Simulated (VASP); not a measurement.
# AlN (Cc) in VASP: further runs

Runs on AlN. Level: LDA. Tasks: single point.

Everything below comes from runs of VASP 6.6.1. Logs are shortened: lines on timing, memory, paths and dates and some standing lists are left out, and cuts for length are marked.

**1. The cell of the first run**

The structure is monoclinic, space group Cc (No. 9). The conventional cell has a = 3.123 Å, b = 5.350 Å, c = 4.803 Å, α = 90.00°, β = 107.41°, γ = 90.00°. Within 2.4 Å of Al (site symmetry 1) lie 4 N at 1.82 to 1.96 Å. N (site symmetry 1) has 4 Al at 1.82 to 1.96 Å within 2.4 Å.

**2. Single point, LDA (engineering shear strain xz -0.3000, normal strain along z -0.0400)**

INCAR reads:

```
SYSTEM = AlN
PREC     = Accurate       ! precision mode
ENCUT    = 520            ! plane-wave cutoff, eV
EDIFF    = 1E-6           ! SCF threshold, eV
ISMEAR   = 0              ! smearing method
SIGMA    = 0.05           ! smearing width, eV
LREAL    = .FALSE.        ! projectors in reciprocal space
LASPH    = .TRUE.         ! aspherical terms in the spheres
NELM     = 100            ! most SCF steps
ALGO     = Normal         ! electronic algorithm
ISIF     = 2              ! what is computed and relaxed
LWAVE    = .FALSE.        ! write WAVECAR
LCHARG   = .TRUE.         ! write CHGCAR
LELF     = .TRUE.         ! ELF
LVHAR    = .TRUE.       
NBANDS   = 16             ! bands
```

KPOINTS reads:

```
regular mesh
0
G
  9 9 6
  0 0 0
```

POSCAR reads:

```
AlN
1.0
    3.0886152983      0.0000000000     -0.4632922947
   -1.5443076491      2.6748193108      0.2316461474
   -0.7415376399      0.0000000000      4.7458408954
Al N
2 2
Direct
    0.3519641389      0.6660940090      0.0035832660
    0.6858701299      0.3339059910      0.5035832660
    0.3245630072      0.6869602832      0.3814167340
    0.6376027240      0.3130397168      0.8814167340
```

Potentials or basis: VASP PAW LDA potentials, release 64 (Al, N).

Command:

```console
$ cat potpaw_LDA.64/Al/POTCAR potpaw_LDA.64/N/POTCAR > POTCAR
$ mpirun -np 1 vasp_std > vasp.out
```

OUTCAR:

```text
SYSTEM = AlN
   PREC = Accurate
   ENCUT = 520
   EDIFF = 1E-6
   ISMEAR = 0
   LREAL = .FALSE.
   LASPH = .TRUE.
   NELM = 100
   ISIF = 2

 ion  position               nearest neighbor table
   1  0.352  0.666  0.004-   4 1.82   3 1.85   4 1.86   4 1.96   2 2.60   2 2.60   2 2.99   2 2.99
                             2 3.35   2 3.35
   2  0.686  0.334  0.504-   3 1.82   4 1.85   3 1.86   3 1.96   1 2.60   1 2.60   1 2.99   1 2.99
                             1 3.35   1 3.35
   3  0.325  0.687  0.381-   2 1.82   1 1.85   2 1.86   2 1.96
   4  0.638  0.313  0.881-   1 1.82   2 1.85   1 1.86   1 1.96

  LATTYP: Found a base centered monoclinic cell.
 ALAT       =     3.1231689373
 B/A-ratio  =     1.7128880086
 C/A-ratio  =     1.5379969123
 COS(beta)  =    -0.2992310615

  Lattice vectors:

 A1 = (   1.5443076491,  -2.6748193108,  -0.2316461474)
 A2 = (   1.5443076492,   2.6748193108,  -0.2316461473)
 A3 = (  -0.7415376399,   0.0000000000,   4.7458408954)

Analysis of symmetry for initial positions (statically):
=====================================================================
 Subroutine PRICEL returns:
 Original cell was already a primitive cell.

 Routine SETGRP: Setting up the symmetry group for a
 base centered monoclinic supercell.

 Subroutine GETGRP returns: Found  2 space group operations
 (whereof  1 operations were pure point group operations)
 out of a pool of  4 trial point group operations.

The static configuration has the point symmetry C_1 .
 The point group associated with its full space group is C_1h.

Analysis of symmetry for dynamics (positions and initial velocities):
=====================================================================
 Subroutine PRICEL returns:
 Original cell was already a primitive cell.

 Routine SETGRP: Setting up the symmetry group for a
 base centered monoclinic supercell.

 Subroutine GETGRP returns: Found  2 space group operations
 (whereof  1 operations were pure point group operations)
 out of a pool of  4 trial point group operations.

The dynamic configuration has the point symmetry C_1 .
 The point group associated with its full space group is C_1h.

 Subroutine INISYM returns: Found  2 space group operations
 (whereof  1 operations are pure point group operations),
 and found     1 'primitive' translations

----------------------------------------------------------------------------------------

                                     Primitive cell

  volume of cell :      38.2888

[... 90 lines left out ...]
   ENCUT  =  520.0 eV  38.22 Ry    6.18 a.u.   5.81  5.76  8.93*2*pi/ulx,y,z
   NELM   =    100;   NELMIN=  2; NELMDL= -5     # of ELM steps
   EDIFF  = 0.1E-05   stopping-criterion for ELM
   LREAL  =      F    real-space projection
   EDIFFG = 0.1E-04   stopping-criterion for IOM
   NSW    =      0    number of steps for IOM
   IBRION =     -1    ionic relax: 0-MD 1-quasi-New 2-CG
   NFREE  =      0    steps in history (QN), initial steepest desc. (CG)
   ISIF   =      2    stress and relaxation
   ISYM   =      2    0-nonsym 1-usesym 2-fastsym
   POTIM  = 0.5000    time-step for ionic-motion
   TEBEG  =    0.0;   TEEND  =   0.0 temperature during run
   PSTRESS=    0.0 pullay stress
   NELECT =      16.0000    total number of electrons
   NUPDOWN=      -1.0000    fix difference up-down
   EMIN   =  10.00;   EMAX   =-10.00  energy-range for DOS
   EFERMI =   0.00;   METHOD = LEGACY
   ISMEAR =     0;   SIGMA  =   0.05  broadening in eV -4-tet -1-fermi 0-gaus
   EFERMI_NEDOS =   21; number of points for ismear=-14 and -15
   IALGO  =     38    algorithm
   IMIX   =      4    mixing-type and parameters
     AMIX     =   0.40;   BMIX     =  1.00
     AMIX_MAG =   1.60;   BMIX_MAG =  1.00
  volume/ion in A,a.u.               =       9.57        64.60
  Fermi-wavevector in a.u.,A,eV,Ry     =   1.223933  2.312898 20.381692  1.498012
  Thomas-Fermi vector in A             =   2.359026
   LORBIT       =      0    0 simple, 1 ext, 2 COOP (PROOUT), +10 PAW based schemes
   GGA     = CA    functional components
   LHFCALC =     F    Hartree Fock is set to
   AEXX    =    0.0000 exact exchange contribution
   IVDW    =     0    specifies the selected vdW correction
   LEPSILON=     F    determine dielectric tensor
   LRPA    =     F    only Hartree local field effects (RPA)
 non-spin polarized calculation
 Gauss-broadening in eV      SIGMA  =   0.05
  energy-cutoff  :      520.00
  volume of cell :       38.29
 maximum number of plane-waves:      1044
   NGX = 11   NGY = 11   NGZ = 17

 number of electron      16.0000002 magnetization

 Free energy of the ion-electron system (eV)
  ---------------------------------------------------
  ext. energy  EPLUGINS =         0.00000000
  ---------------------------------------------------
  free energy    TOTEN  =       -31.27469486 eV

  energy without entropy =      -31.27469486  energy(sigma->0) =      -31.27469486

 E-fermi :   8.4016     XC(G=0): -11.6851

 val. band max:        8.1383919288   @ k =   0.0000   0.0000   0.0000
 cond. band min:      10.7527464087   @ k =   0.0000   0.0000   0.0000
 fundamental gap:      2.6143544800
 Fermi energy:         8.4015985891

 k-point     1 :       0.0000    0.0000    0.0000
  band No.  band energies     occupation
      1      -8.7068      2.00000
      2      -5.6856      2.00000
      3       0.7409      2.00000
      4       5.5676      2.00000
      5       5.9900      2.00000
      6       6.0162      2.00000
[... 433 lines left out ...]
      3       1.4926      2.00000
      4       2.6420      2.00000
      5       3.2937      2.00000
      6       4.4796      2.00000
[... 8 lines left out ...]
     15      22.5659      0.00000
     16      24.0535      0.00000

 [... further k-points ...]
[... 5 lines left out ...]
  --------------------------------------------------------------------------------------
  -------------------------------------------------------------------------------------
  Total       -2.4889788      2.9718026      8.3608562      0.0000000      0.0000000      8.5203522
  in kB     -104.1502441    124.3537992    349.8564238      0.0000000      0.0000000    356.5304653
  external PRESSURE =     123.3533263 kB  Pullay stress =       0.0000000 kB

 VOLUME and BASIS-vectors are now :
 -----------------------------------------------------------------------------
  energy-cutoff  :      520.00
  volume of cell :       38.29
      direct lattice vectors                 reciprocal lattice vectors
     3.088615298  0.000000000 -0.463292295     0.331540157  0.186928514  0.051803149
    -1.544307649  2.674819311  0.231646147     0.000000000  0.373857029  0.000000000
    -0.741537640  0.000000000  4.745840895     0.032365181 -0.000000000  0.215767874

 POSITION                                       TOTAL-FORCE (eV/Angst)
 -----------------------------------------------------------------------------------
      0.05577      1.78168      0.00824         0.030035     -0.025728     -0.014828
      1.22931      0.89314      2.14952         0.030035      0.025728     -0.014828
     -0.34126      1.83749      1.81891        -0.030035     -0.013599      0.014828
      0.83228      0.83732      3.96018        -0.030035      0.013599      0.014828
 -----------------------------------------------------------------------------------
    total drift:                               -0.000917     -0.000000     -0.000454

  FREE ENERGIE OF THE ION-ELECTRON SYSTEM (eV)
  ---------------------------------------------------
  free  energy   TOTEN  =       -31.2746948637 eV

  energy  without entropy=      -31.2746948637  energy(sigma->0) =      -31.27469486
```

Wall time 50 s (1 thread of Intel Xeon Platinum 8259CL at 2.50GHz (Skylake/Cascade Lake), shared host); peak memory 0.18 GiB.

What came out:

```
Free energy            : -31.2747 eV
Pressure               : 12.3 GPa
Largest force          : 0.042 eV/Å
Band gap on the k mesh : 2.61 eV, direct
```

Forces in eV/Å, atoms in the order of the input:
```
Al   0.030 -0.026 -0.015
Al   0.030  0.026 -0.015
N   -0.030 -0.014  0.015
N   -0.030  0.014  0.015
```

Stress tensor (GPa, compression positive):
```
-10.42   0.00  35.65
  0.00  12.44   0.00
 35.65   0.00  34.99
```

Levels at points of the mesh, in eV from the valence-band top:
```
           k point  band 6  band 7  band 8  band 9  band 10  band 11
(0.00, 0.00, 0.00)   -2.12   -1.51    0.00    2.61     5.06     8.10
(0.00, 0.00, 0.50)   -2.44   -1.41   -1.41    4.39     4.39     9.12
```

Caveat: the cell differs from its parent crystal (engineering shear strain xz -0.3000, normal strain along z -0.0400).

**3. Single point, LDA (engineering shear strain xz -0.3000, normal strain along z -0.0267)**

INCAR reads:

```
SYSTEM = AlN
ALGO = Normal
EDIFF = 1E-6
ENCUT = 520
GGA = CA
ISIF = 2
ISMEAR = 0
LASPH = .True.
LCHARG = .False.
LREAL = .False.
LWAVE = .False.
NBANDS = 16
NELM = 60
PREC = Accurate
SIGMA = 0.05
```

KPOINTS reads:

```
k-points
0
Gamma
  9 9 6
  0 0 0
```

POSCAR reads:

```
AlN
1.0
    3.0886152983      0.0000000000     -0.4632922947
   -1.5443076491      2.6748193108      0.2316461474
   -0.7415376399      0.0000000000      4.8115905661
Al N
2 2
Direct
    0.3517813031      0.6652997674      0.0052416132
    0.6864815357      0.3347002326      0.5052416132
    0.3246373356      0.6875375101      0.3797583868
    0.6370998256      0.3124624899      0.8797583868
```

Potentials or basis: VASP PAW LDA potentials, release 64 (Al, N).

Command:

```console
$ cat potpaw_LDA.64/Al/POTCAR potpaw_LDA.64/N/POTCAR > POTCAR
$ mpirun -np 1 vasp_std > vasp.out
```

OUTCAR:

```text
SYSTEM = AlN
   EDIFF = 1E-6
   ENCUT = 520
   GGA = CA
   ISIF = 2
   ISMEAR = 0
   LASPH = .True.
   LREAL = .False.
   NELM = 60
   PREC = Accurate

 ion  position               nearest neighbor table
   1  0.352  0.665  0.005-   4 1.83   3 1.86   4 1.87   4 1.97   2 2.62   2 2.62   2 3.02   2 3.02

   2  0.686  0.335  0.505-   3 1.83   4 1.86   3 1.87   3 1.97   1 2.62   1 2.62   1 3.02   1 3.02

   3  0.325  0.688  0.380-   2 1.83   1 1.86   2 1.87   2 1.97
   4  0.637  0.312  0.880-   1 1.83   2 1.86   1 1.87   1 1.97

  LATTYP: Found a base centered monoclinic cell.
 ALAT       =     3.1231689373
 B/A-ratio  =     1.7128880086
 C/A-ratio  =     1.5588001569
 COS(beta)  =    -0.2972410183

  Lattice vectors:

 A1 = (   1.5443076491,  -2.6748193108,  -0.2316461474)
 A2 = (   1.5443076492,   2.6748193108,  -0.2316461473)
 A3 = (  -0.7415376399,   0.0000000000,   4.8115905661)

Analysis of symmetry for initial positions (statically):
=====================================================================
 Subroutine PRICEL returns:
 Original cell was already a primitive cell.

 Routine SETGRP: Setting up the symmetry group for a
 base centered monoclinic supercell.

 Subroutine GETGRP returns: Found  2 space group operations
 (whereof  1 operations were pure point group operations)
 out of a pool of  4 trial point group operations.

The static configuration has the point symmetry C_1 .
 The point group associated with its full space group is C_1h.

Analysis of symmetry for dynamics (positions and initial velocities):
=====================================================================
 Subroutine PRICEL returns:
 Original cell was already a primitive cell.

 Routine SETGRP: Setting up the symmetry group for a
 base centered monoclinic supercell.

 Subroutine GETGRP returns: Found  2 space group operations
 (whereof  1 operations were pure point group operations)
[... 122 lines left out ...]
   ISMEAR =     0;   SIGMA  =   0.05  broadening in eV -4-tet -1-fermi 0-gaus
   EFERMI_NEDOS =   21; number of points for ismear=-14 and -15
   IALGO  =     38    algorithm
   IMIX   =      4    mixing-type and parameters
     AMIX     =   0.40;   BMIX     =  1.00
     AMIX_MAG =   1.60;   BMIX_MAG =  1.00
  volume/ion in A,a.u.               =       9.71        65.51
  Fermi-wavevector in a.u.,A,eV,Ry     =   1.218199  2.302063 20.191177  1.484010
  Thomas-Fermi vector in A             =   2.353494
   LORBIT       =      0    0 simple, 1 ext, 2 COOP (PROOUT), +10 PAW based schemes
   GGA     = CA    functional components
   LHFCALC =     F    Hartree Fock is set to
   AEXX    =    0.0000 exact exchange contribution
   IVDW    =     0    specifies the selected vdW correction
   LEPSILON=     F    determine dielectric tensor
   LRPA    =     F    only Hartree local field effects (RPA)
 non-spin polarized calculation
 Gauss-broadening in eV      SIGMA  =   0.05
  energy-cutoff  :      520.00
  volume of cell :       38.83
 maximum number of plane-waves:      1059
   NGX = 11   NGY = 11   NGZ = 19

 number of electron      16.0000002 magnetization

 Free energy of the ion-electron system (eV)
  ---------------------------------------------------
  ext. energy  EPLUGINS =         0.00000000
  ---------------------------------------------------
  free energy    TOTEN  =       -31.40053048 eV

  energy without entropy =      -31.40053048  energy(sigma->0) =      -31.40053048

 E-fermi :   8.1549     XC(G=0): -11.6217

 val. band max:        7.8764980388   @ k =   0.0000   0.0000   0.0000
 cond. band min:      10.5440732589   @ k =   0.0000   0.0000   0.0000
 fundamental gap:      2.6675752202
 Fermi energy:         8.1548528651

 k-point     1 :       0.0000    0.0000    0.0000
  band No.  band energies     occupation
      1      -8.7609      2.00000
      2      -5.8730      2.00000
      3       0.5984      2.00000
      4       5.4831      2.00000
      5       5.9047      2.00000
      6       5.9388      2.00000
[... 433 lines left out ...]
      3       1.3755      2.00000
      4       2.4715      2.00000
      5       3.1619      2.00000
      6       4.3761      2.00000
[... 8 lines left out ...]
     15      22.2147      0.00000
     16      23.6306      0.00000

 [... further k-points ...]
[... 5 lines left out ...]
  --------------------------------------------------------------------------------------
  -------------------------------------------------------------------------------------
  Total       -2.9051282      2.2999104      6.9861444      0.0000000      0.0000000      8.1935400
  in kB     -119.8633736     94.8925513    288.2429905      0.0000000      0.0000000    338.0592138
  external PRESSURE =      87.7573894 kB  Pullay stress =       0.0000000 kB

 VOLUME and BASIS-vectors are now :
 -----------------------------------------------------------------------------
  energy-cutoff  :      520.00
  volume of cell :       38.83
      direct lattice vectors                 reciprocal lattice vectors
     3.088615298  0.000000000 -0.463292295     0.331431462  0.186928514  0.051078516
    -1.544307649  2.674819311  0.231646147     0.000000000  0.373857029  0.000000000
    -0.741537640  0.000000000  4.811590566     0.031912450 -0.000000000  0.212749665

 POSITION                                       TOTAL-FORCE (eV/Angst)
 -----------------------------------------------------------------------------------
      0.05520      1.77956      0.01636         0.028857     -0.022784     -0.012011
      1.22874      0.89526      2.19051         0.028857      0.022784     -0.012011
     -0.34069      1.83904      1.83611        -0.028857     -0.011626      0.012011
      0.83284      0.83578      4.01025        -0.028857      0.011626      0.012011
 -----------------------------------------------------------------------------------
    total drift:                               -0.000822     -0.000000      0.000294

  FREE ENERGIE OF THE ION-ELECTRON SYSTEM (eV)
  ---------------------------------------------------
  free  energy   TOTEN  =       -31.4005304752 eV

  energy  without entropy=      -31.4005304752  energy(sigma->0) =      -31.40053048
```

stdout:

```text
POSCAR found type information on POSCAR AlN
 POSCAR found :  2 types and       4 ions
 scaLAPACK will be used
 LDA part: xc-table for (Slater(with rela. corr.)+CA(PZ))
 , standard interpolation
 POSCAR, INCAR and KPOINTS ok, starting setup
 FFT: planning ... GRIDC
 FFT: planning ... GRID_SOFT
 FFT: planning ... GRID
 WAVECAR not read
 entering main loop
```

Wall time 48 s (1 thread of Intel Xeon Platinum 8259CL at 2.50GHz (Skylake/Cascade Lake), shared host); peak memory 0.18 GiB.

What came out:

```yaml
Free_energy: -31.4005 eV
Pressure: 8.8 GPa
Largest_force: 0.039 eV/Å
Band_gap_on_the_k_mesh: 2.67 eV, direct
```

Forces on the atoms (eV/Å):
```
Al   0.029 -0.023 -0.012
Al   0.029  0.023 -0.012
N   -0.029 -0.012  0.012
N   -0.029  0.012  0.012
```

Levels at points of the mesh, in eV from the valence-band top:
| k point | band 6 | band 7 | band 8 | band 9 | band 10 | band 11 |
| --- | --- | --- | --- | --- | --- | --- |
| (0.00, 0.00, 0.00) | -1.94 | -1.36 | 0.00 | 2.67 | 5.16 | 8.17 |
| (0.00, 0.00, 0.50) | -2.25 | -1.27 | -1.27 | 4.47 | 4.47 | 9.27 |

Caveat: the cell differs from its parent crystal (engineering shear strain xz -0.3000, normal strain along z -0.0267). A k mesh can miss the band edges.
